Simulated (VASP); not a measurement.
# BAs (F-43m) in VASP: notebook

The runs below take BAs through vibrations by perturbation theory, with PBEsol, PBE.

Program: VASP 6.6.1. These are calculated values, not measurements. Logs are shortened: lines on timing, memory, paths and dates and some standing lists are left out, and cuts for length are marked.

## Step 1: The cell of the first run

Symmetry: F-43m, No. 216, cubic system. The conventional cell has a = 4.777 Å, b = 4.777 Å, c = 4.777 Å, α = 90.00°, β = 90.00°, γ = 90.00°. Within 2.7 Å of As (site symmetry -43m) lie 4 B at 2.07 Å. B (site symmetry -43m) has 4 As at 2.07 Å within 2.7 Å.

## Step 2: Vibrations by perturbation theory, PBEsol

The input, INCAR:

```
SYSTEM = BAs
ALGO = Normal
EDIFF = 1E-8
ENCUT = 500
GGA = PS
GGA_COMPAT = .FALSE.
IBRION = 8
ISIF = 2
ISMEAR = -1
LASPH = .TRUE.
LCHARG = .FALSE.
LREAL = .FALSE.
LWAVE = .FALSE.
NBANDS = 11
NELM = 120
NSW = 1
PREC = Accurate
SIGMA = 0.05
```

The input, KPOINTS:

```
k-points
0
G
  7 7 7
  0 0 0
```

The input, POSCAR:

```
BAs
1.0
    0.0000000000      2.3885000000      2.3885000000
    2.3885000000      0.0000000000      2.3885000000
    2.3885000000      2.3885000000      0.0000000000
As B
1 1
Direct
    0.7500000000      0.7500000000      0.7500000000
    0.0000000000      0.0000000000      0.0000000000
```

Potentials or basis: VASP PAW PBE potentials, release 64 (As, B).

Run with:

```
> cat potpaw_PBE.64/As/POTCAR potpaw_PBE.64/B/POTCAR > POTCAR
> mpirun -np 1 vasp_std > vasp.out
```

OUTCAR:

```text
SYSTEM = BAs
   EDIFF = 1E-8
   ENCUT = 500
   GGA = PS
   IBRION = 8
   ISIF = 2
   ISMEAR = -1
   LASPH = .TRUE.
   LREAL = .FALSE.
   NELM = 120
   NSW = 1
   PREC = Accurate

 ion  position               nearest neighbor table
   1  0.750  0.750  0.750-   2 2.07   2 2.07   2 2.07   2 2.07
   2  0.000  0.000  0.000-   1 2.07   1 2.07   1 2.07   1 2.07

  LATTYP: Found a face centered cubic cell.
 ALAT       =     4.7770000000

  Lattice vectors:

 A1 = (   0.0000000000,   2.3885000000,   2.3885000000)
 A2 = (   2.3885000000,   0.0000000000,   2.3885000000)
 A3 = (   2.3885000000,   2.3885000000,   0.0000000000)

Analysis of symmetry for initial positions (statically):
=====================================================================
 Subroutine PRICEL returns:
 Original cell was already a primitive cell.

 Routine SETGRP: Setting up the symmetry group for a
 face centered cubic supercell.

 Subroutine GETGRP returns: Found 24 space group operations
 (whereof 24 operations were pure point group operations)
 out of a pool of 48 trial point group operations.

The static configuration has the point symmetry T_d .

Analysis of symmetry for dynamics (positions and initial velocities):
=====================================================================
 Subroutine PRICEL returns:
 Original cell was already a primitive cell.

 Routine SETGRP: Setting up the symmetry group for a
 face centered cubic supercell.

 Subroutine GETGRP returns: Found 24 space group operations
 (whereof 24 operations were pure point group operations)
 out of a pool of 48 trial point group operations.

The dynamic configuration has the point symmetry T_d .

 Subroutine INISYM returns: Found 24 space group operations
 (whereof 24 operations are pure point group operations),
 and found     1 'primitive' translations

----------------------------------------------------------------------------------------

                                     Primitive cell

  volume of cell :      27.2525

  direct lattice vectors                    reciprocal lattice vectors
     0.000000000  2.388500000  2.388500000    -0.209336404  0.209336404  0.209336404
     2.388500000  0.000000000  2.388500000     0.209336404 -0.209336404  0.209336404
     2.388500000  2.388500000  0.000000000     0.209336404  0.209336404 -0.209336404

  length of vectors
     3.377849094  3.377849094  3.377849094     0.362581287  0.362581287  0.362581287

  position of ions in fractional coordinates (direct lattice)
     0.750000000  0.750000000  0.750000000
     0.000000000  0.000000000  0.000000000

  ion indices of the primitive-cell ions
   primitive index   ion index
                 1           1
                 2           2

----------------------------------------------------------------------------------------

 KPOINTS: k-points

Automatic generation of k-mesh.
 Grid dimensions read from file:
 generate k-points for:    7    7    7

 Generating k-lattice:

  Cartesian coordinates                     Fractional coordinates (reciprocal lattice)
    -0.029905201  0.029905201  0.029905201     0.142857143  0.000000000  0.000000000
     0.029905201 -0.029905201  0.029905201     0.000000000  0.142857143  0.000000000
     0.029905201  0.029905201 -0.029905201     0.000000000  0.000000000  0.142857143

  Length of vectors
     0.051797327  0.051797327  0.051797327

[... 75 lines left out ...]
   AEXX    =    0.0000 exact exchange contribution
   IVDW    =     0    specifies the selected vdW correction
   LEPSILON=     F    determine dielectric tensor
   LRPA    =     F    only Hartree local field effects (RPA)
 non-spin polarized calculation
  energy-cutoff  :      500.00
  volume of cell :       27.25
 maximum number of plane-waves:       701
 NGX is ok and might be reduce to    28
   NGX = 13   NGY = 13   NGZ = 13

--------------------------------------- Ionic step        1  -------------------------------------------

 number of electron       8.0000000 magnetization

 Free energy of the ion-electron system (eV)
  ---------------------------------------------------
  ext. energy  EPLUGINS =         0.00000000
  ---------------------------------------------------
  free energy    TOTEN  =       -12.19677113 eV

  energy without entropy =      -12.19677060  energy(sigma->0) =      -12.19677086

 E-fermi :   6.5756     XC(G=0): -10.7300

 val. band max:        6.0465622010   @ k =   0.0000   0.0000   0.0000
 cond. band min:       7.1394718263   @ k =   0.4286   0.4286   0.0000
 fundamental gap:      1.0929096253
 Fermi energy:         6.5755964940

 k-point     1 :       0.0000    0.0000    0.0000
  band No.  band energies     occupation
      1      -9.3914      2.00000
      2       6.0466      1.99995
      3       6.0466      1.99995
      4       6.0466      1.99995
      5       9.2853      0.00000
      6       9.2853      0.00000
      7       9.2853      0.00000
      8      10.7283      0.00000
      9      15.3921      0.00000
     10      18.9756      0.00000
     11      18.9756      0.00000
[... 254 lines left out ...]
  band No.  band energies     occupation
      1      -5.2102      2.00000
      2      -1.9595      2.00000
      3       0.1052      2.00000
      4       1.6969      2.00000
      5       9.8039      0.00000
      6      12.3081      0.00000
      7      13.2676      0.00000
      8      14.0329      0.00000
      9      17.4184      0.00000
     10      20.2759      0.00000
     11      22.4270      0.00000

------------------------ aborting loop because EDIFF is reached ----------------------------------------

  FORCE on cell =-STRESS in cart. coord.  units (eV):
  Direction    XX          YY          ZZ          XY          YZ          ZX
  --------------------------------------------------------------------------------------
  -------------------------------------------------------------------------------------
  Total        0.0121689      0.0121689      0.0121689      0.0000000      0.0000000     -0.0000000
  in kB        0.7154100      0.7154100      0.7154100      0.0000000      0.0000000     -0.0000000
  external PRESSURE =       0.7154100 kB  Pullay stress =       0.0000000 kB

 VOLUME and BASIS-vectors are now :
 -----------------------------------------------------------------------------
  energy-cutoff  :      500.00
  volume of cell :       27.25
      direct lattice vectors                 reciprocal lattice vectors
     0.000000000  2.388500000  2.388500000    -0.209336404  0.209336404  0.209336404
     2.388500000  0.000000000  2.388500000     0.209336404 -0.209336404  0.209336404
     2.388500000  2.388500000  0.000000000     0.209336404  0.209336404 -0.209336404

 POSITION                                       TOTAL-FORCE (eV/Angst)
 -----------------------------------------------------------------------------------
      3.58275      3.58275      3.58275        -0.000000     -0.000000     -0.000000
      0.00000      0.00000      0.00000         0.000000      0.000000      0.000000
 -----------------------------------------------------------------------------------
    total drift:                                0.000000      0.000000      0.000000

  FREE ENERGIE OF THE ION-ELECTRON SYSTEM (eV)
  ---------------------------------------------------
  free  energy   TOTEN  =       -12.1967711269 eV

  energy  without entropy=      -12.1967705962  energy(sigma->0) =      -12.19677086

[... ionic steps 2 to 3 ...]

--------------------------------------- Ionic step        4  -------------------------------------------

------------------------ aborting loop because EDIFF is reached ----------------------------------------

[... ionic steps 5 to 6 ...]

--------------------------------------- Ionic step        7  -------------------------------------------

 Free energy of the ion-electron system (eV)
  ---------------------------------------------------
  ---------------------------------------------------
  free energy    TOTEN  =        -0.04038194 eV

  energy without entropy =       -0.04038194

------------------------ aborting loop because EDIFF is reached ----------------------------------------

 INTERNAL STRAIN TENSOR  FOR ION    2  DIRECTION 1   (eV/Angst):
 -----------------------------------------------------------------------------
    -0.00369  0.00000  0.00000
     0.00000  0.00098 -7.46695
     0.00000 -7.46695  0.00098

 INTERNAL STRAIN TENSOR FOR ION    2 for displacements in x,y,z  (eV/Angst):
          X           Y           Z          XY          YZ          ZX
  --------------------------------------------------------------------------------
  x    -0.00000     0.00000     0.00000     0.00000    -7.46695     0.00000
  y     0.00000    -0.00000     0.00000     0.00000     0.00000    -7.46695
  z     0.00000     0.00000    -0.00000    -7.46695     0.00000     0.00000

 SECOND DERIVATIVES (NOT SYMMETRIZED)
 ------------------------------------
               1X          1Y          1Z          2X          2Y          2Z
  1X   -16.675675    0.000000    0.000000   16.675675    0.000000    0.000000
  1Y     0.000000  -16.675675    0.000000    0.000000   16.675675    0.000000
  1Z     0.000000    0.000000  -16.675675    0.000000    0.000000   16.675675
  2X    16.680031    0.000000    0.000000  -16.680031    0.000000    0.000000
  2Y     0.000000   16.680031    0.000000    0.000000  -16.680031    0.000000
  2Z     0.000000    0.000000   16.680031    0.000000    0.000000  -16.680031

 Eigenvectors and eigenvalues of the dynamical matrix
 ----------------------------------------------------

   1 f  =   20.772004 THz   130.514350 2PiTHz  692.879469 cm-1    85.906067 meV
             X         Y         Z           dx          dy          dz
      3.582750  3.582750  3.582750     0.000000    0.355066    0.000000
      0.000000  0.000000  0.000000     0.000000   -0.934841    0.000000
[... 21 lines left out ...]
   6 f/i=    0.000900 THz     0.005658 2PiTHz    0.030036 cm-1     0.003724 meV
             X         Y         Z           dx          dy          dz
      3.582750  3.582750  3.582750     0.000000    0.000000    0.934841
      0.000000  0.000000  0.000000     0.000000    0.000000    0.355066

--------------------------------------------------------------------------------------------------------

 ELASTIC MODULI CONTR FROM IONIC RELAXATION (kBar)
 Direction    XX          YY          ZZ          XY          YZ          ZX
 --------------------------------------------------------------------------------
 XX          -0.0000     -0.0000     -0.0000     -0.0000      0.0000      0.0000
 YY          -0.0000     -0.0000     -0.0000     -0.0000     -0.0000     -0.0000
 ZZ          -0.0000     -0.0000     -0.0000     -0.0000     -0.0000      0.0000
 XY          -0.0000     -0.0000     -0.0000   -188.5327      0.0000      0.0000
 YZ           0.0000     -0.0000     -0.0000      0.0000   -188.5327      0.0000
 ZX           0.0000     -0.0000      0.0000      0.0000      0.0000   -188.5327
 --------------------------------------------------------------------------------
```

Run time: 82 s. Hardware: 1 thread of Intel Xeon 6975P-C, shared host; peak memory 0.2 GiB.

Results:

* Highest phonon frequency at Γ, LO-TO splitting left out: 693 cm⁻¹

Phonon frequencies in cm⁻¹ (negative: imaginary):
```csv
q point,frequencies
"(0.000, 0.000, 0.000)",0 0 0 693 693 693
```

Caveat: the PAW data sets were made with another functional, which shifts forces and pressure a little.

## Step 3: Vibrations by perturbation theory, PBE

The input, INCAR:

```
PREC = Accurate
ENCUT = 500
EDIFF = 1E-8
ISMEAR = -1
SIGMA = 0.05
LREAL = False
LASPH = True
NELM = 120
ALGO = Normal
ISIF = 2
LWAVE = False
LCHARG = False
GGA = PE
NBANDS = 11
IBRION = 8
NSW = 1
GGA_COMPAT = False
```

The input, KPOINTS:

```
Automatic mesh
0
Gamma
  7 7 7
```

POSCAR is that of step 2.

Potentials or basis: VASP PAW PBE potentials, release 64 (As, B).

Run with:

```
> cat potpaw_PBE.64/As/POTCAR potpaw_PBE.64/B/POTCAR > POTCAR
> mpirun -np 1 vasp_std > vasp.out
```

OUTCAR:

```text
PREC = Accurate
   ENCUT = 500
   EDIFF = 1E-8
   ISMEAR = -1
   LREAL = False
   LASPH = True
   NELM = 120
   ISIF = 2
   GGA = PE
   IBRION = 8
   NSW = 1

 ion  position               nearest neighbor table
   1  0.750  0.750  0.750-   2 2.07   2 2.07   2 2.07   2 2.07
   2  0.000  0.000  0.000-   1 2.07   1 2.07   1 2.07   1 2.07

  LATTYP: Found a face centered cubic cell.
 ALAT       =     4.7770000000

  Lattice vectors:

 A1 = (   0.0000000000,   2.3885000000,   2.3885000000)
 A2 = (   2.3885000000,   0.0000000000,   2.3885000000)
 A3 = (   2.3885000000,   2.3885000000,   0.0000000000)

Analysis of symmetry for initial positions (statically):
=====================================================================
 Subroutine PRICEL returns:
 Original cell was already a primitive cell.

 Routine SETGRP: Setting up the symmetry group for a
 face centered cubic supercell.

 Subroutine GETGRP returns: Found 24 space group operations
 (whereof 24 operations were pure point group operations)
 out of a pool of 48 trial point group operations.

The static configuration has the point symmetry T_d .

Analysis of symmetry for dynamics (positions and initial velocities):
=====================================================================
 Subroutine PRICEL returns:
 Original cell was already a primitive cell.

 Routine SETGRP: Setting up the symmetry group for a
 face centered cubic supercell.

 Subroutine GETGRP returns: Found 24 space group operations
 (whereof 24 operations were pure point group operations)
 out of a pool of 48 trial point group operations.

The dynamic configuration has the point symmetry T_d .

 Subroutine INISYM returns: Found 24 space group operations
 (whereof 24 operations are pure point group operations),
 and found     1 'primitive' translations
[... 452 lines left out ...]

  FREE ENERGIE OF THE ION-ELECTRON SYSTEM (eV)
  ---------------------------------------------------
  free  energy   TOTEN  =       -11.3996557612 eV

  energy  without entropy=      -11.3996555551  energy(sigma->0) =      -11.39965566

[... ionic steps 2 to 3 ...]

--------------------------------------- Ionic step        4  -------------------------------------------

------------------------ aborting loop because EDIFF is reached ----------------------------------------

[... ionic steps 5 to 6 ...]

--------------------------------------- Ionic step        7  -------------------------------------------

 Free energy of the ion-electron system (eV)
  ---------------------------------------------------
  ---------------------------------------------------
  free energy    TOTEN  =        -0.04081427 eV

  energy without entropy =       -0.04081427

------------------------ aborting loop because EDIFF is reached ----------------------------------------

 INTERNAL STRAIN TENSOR  FOR ION    2  DIRECTION 1   (eV/Angst):
 -----------------------------------------------------------------------------
    -0.00370  0.00000  0.00000
     0.00000  0.00101 -7.53364
     0.00000 -7.53364  0.00101

 INTERNAL STRAIN TENSOR FOR ION    2 for displacements in x,y,z  (eV/Angst):
          X           Y           Z          XY          YZ          ZX
  --------------------------------------------------------------------------------
  x     0.00000     0.00000     0.00000     0.00000    -7.53364     0.00000
  y     0.00000     0.00000     0.00000     0.00000     0.00000    -7.53364
  z     0.00000     0.00000     0.00000    -7.53364     0.00000     0.00000

 SECOND DERIVATIVES (NOT SYMMETRIZED)
 ------------------------------------
               1X          1Y          1Z          2X          2Y          2Z
  1X   -16.870426   -0.000000   -0.000000   16.870426    0.000000    0.000000
  1Y    -0.000000  -16.870426   -0.000000    0.000000   16.870426    0.000000
  1Z    -0.000000   -0.000000  -16.870426    0.000000    0.000000   16.870426
  2X    16.874649    0.000000    0.000000  -16.874649    0.000000    0.000000
  2Y     0.000000   16.874649    0.000000    0.000000  -16.874649    0.000000
  2Z     0.000000    0.000000   16.874649    0.000000    0.000000  -16.874649

 Eigenvectors and eigenvalues of the dynamical matrix
 ----------------------------------------------------

   1 f  =   20.892848 THz   131.273637 2PiTHz  696.910400 cm-1    86.405838 meV
             X         Y         Z           dx          dy          dz
      3.582750  3.582750  3.582750    -0.000000   -0.000000   -0.355068
      0.000000  0.000000  0.000000     0.000000    0.000000    0.934841
[... 21 lines left out ...]
   6 f/i=    0.000868 THz     0.005454 2PiTHz    0.028953 cm-1     0.003590 meV
             X         Y         Z           dx          dy          dz
      3.582750  3.582750  3.582750     0.917529    0.179072   -0.000000
      0.000000  0.000000  0.000000     0.348493    0.068014    0.000000

--------------------------------------------------------------------------------------------------------

 ELASTIC MODULI CONTR FROM IONIC RELAXATION (kBar)
 Direction    XX          YY          ZZ          XY          YZ          ZX
 --------------------------------------------------------------------------------
 XX          -0.0000      0.0000      0.0000     -0.0000      0.0000     -0.0000
 YY           0.0000     -0.0000     -0.0000     -0.0000     -0.0000      0.0000
 ZZ           0.0000     -0.0000     -0.0000      0.0000     -0.0000     -0.0000
 XY          -0.0000     -0.0000      0.0000   -189.5574      0.0000     -0.0000
 YZ           0.0000     -0.0000     -0.0000      0.0000   -189.5574      0.0000
 ZX          -0.0000      0.0000     -0.0000     -0.0000      0.0000   -189.5574
 --------------------------------------------------------------------------------
```

Run time: 82 s. Hardware: 1 thread of Intel Xeon 6975P-C, shared host; peak memory 0.2 GiB.

Results:

```yaml
Highest_phonon_frequency_at_Γ_LO-TO_splitting_left_out: 697 cm⁻¹
```

Phonon frequencies in cm⁻¹ (negative: imaginary):
| q point | frequencies |
| --- | --- |
| (0.000, 0.000, 0.000) | 0 0 0 697 697 697 |

Caveat: the cell wasn't relaxed at this level first, which shifts response properties.

(Continued in part 2 of 2.)
